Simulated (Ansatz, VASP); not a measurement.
## One calculation of Cu, two programs

Contents of INCAR:

```
PREC = Accurate
ENCUT = 520
EDIFF = 1E-7
ISMEAR = -1
SIGMA = 0.1
LREAL = F
LASPH = T
NELM = 80
ALGO = Normal
ISIF = 2
LWAVE = F
LCHARG = F
GGA = PS
NBANDS = 12
```

File KPOINTS:

```
regular mesh
0
Gamma
  2 9 1
```

Contents of POSCAR:

```
Cu
1.0
   11.5255265084      0.0180398330     -0.0940327543
    0.0034941569      2.2223436993     -0.0156538230
   -4.7545791839     -0.1592736556     22.0855176275
Cu
1
Direct
    0.5000000000      0.5000000000      0.5000000000
```

Input for Ansatz:

```yaml
crystal:
  lattice:
    - [11.525526508399505, 0.0180398329989934, -0.09403275429857158]
    - [0.00349415691734792, 2.222343699266146, -0.01565382298971868]
    - [-4.754579183879139, -0.1592736555981963, 22.085517627480996]
  atoms:
    - { symbol: Cu, position: [0.5, 0.5, 0.5] }
basis:
  ecutwfc: 540.0
  xc_grid: 2
kpoints:
  mp_grid:
    grid: [2, 9, 1]
hamiltonian:
  xc: pbesol
scf:
  convergence:
    dr2_threshold: 1.0e-09
  occupations:
    method: fermi_dirac
output:
  forces: true
  stress: true
```

Alike in both runs: task single point; functional PBEsol; k mesh 2 × 9 × 1; no spin polarisation.

|  | VASP | Ansatz |
| --- | --- | --- |
| version | VASP 6.6.1 | Ansatz 0.2.0 |
| potentials or method | VASP PAW PBE potentials, release 64 (Cu), cutoff 520 eV | plane waves, PAW |
| occupations | fermi-dirac, width 0.1 eV | fermi-dirac |
| valence electrons in the cell | 11 | 19 |

|  | VASP | Ansatz | Ansatz less VASP |
| --- | --- | --- | --- |
| pressure (GPa) | 0.0 | 0.0 | -0.01 |
| traceless stress, the component that is largest in VASP (GPa) | 0.10 | 0.08 | -0.014 |

VASP's potentials were made for PBE, not for PBEsol. VASP's potentials hold 11 valence electrons a cell and Ansatz's 19, so a difference there can come from the potentials and not from the codes. Ansatz's warnings: stress scf threshold loose.
